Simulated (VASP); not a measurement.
Ti3Al5, 8 atoms in the cell. It takes space group P4/mmm (No. 123, tetragonal). The conventional cell has a = 3.801 Å, b = 3.801 Å, c = 8.741 Å, α = 90.00°, β = 90.00°, γ = 90.00°. Ti (site symmetry 4/mmm) has 4 Ti at 2.69 Å and 8 Al at 2.89 Å within 3.5 Å. Within 3.5 Å of Ti (site symmetry 4/mmm) lie 12 Al at 2.69 to 2.90 Å. Ti (site symmetry 4/mmm) has 4 Ti at 2.69 Å and 8 Al at 2.89 Å within 3.5 Å. Al (site symmetry 2mm) has 6 Al at 2.69 to 2.90 Å and 6 Ti at 2.89 to 2.90 Å within 3.5 Å. Al (site symmetry 4/mmm) has 4 Ti at 2.69 Å and 8 Al at 2.90 Å within 3.5 Å.  This cell differs from its parent crystal: strain -0.025 along x and y, +0.050 along z.

- Program: VASP 6.6.1
- Task: single point
- Functional: r2SCAN
- Potentials or basis: VASP PAW PBE potentials, release 64 (Ti_sv, Al)
- Cutoff: 520 eV
- k mesh: 10 × 10 × 6
- Occupations: gaussian, width 0.15 eV
- Spin: no spin polarisation
- Dipole correction: no
- Further INCAR settings: ALGO = Normal; EDIFF = 1e-07; NBANDS = 36

Potentials or basis: VASP PAW PBE potentials, release 64 (Ti_sv, Al).

Command:

```sh
$ cat potpaw_PBE.64/Ti_sv/POTCAR potpaw_PBE.64/Al/POTCAR > POTCAR
$ cp INCAR.step1 INCAR
$ mpirun -np 1 vasp_std > vasp.out
$ cp INCAR.step2 INCAR
$ mpirun -np 1 vasp_std > vasp.out
```

Hardware: 1 thread of Intel(R) Xeon(R) Platinum 8259CL CPU @ 2.50GHz (Skylake/Cascade Lake), on a shared host.

**Question.** Estimate the wall time of this run.

**Answer.** Wall time 25 min on 1 thread of Intel(R) Xeon(R) Platinum 8259CL CPU @ 2.50GHz (Skylake/Cascade Lake), on a shared host, peak memory 0.43 GiB. Counts: k points 84.
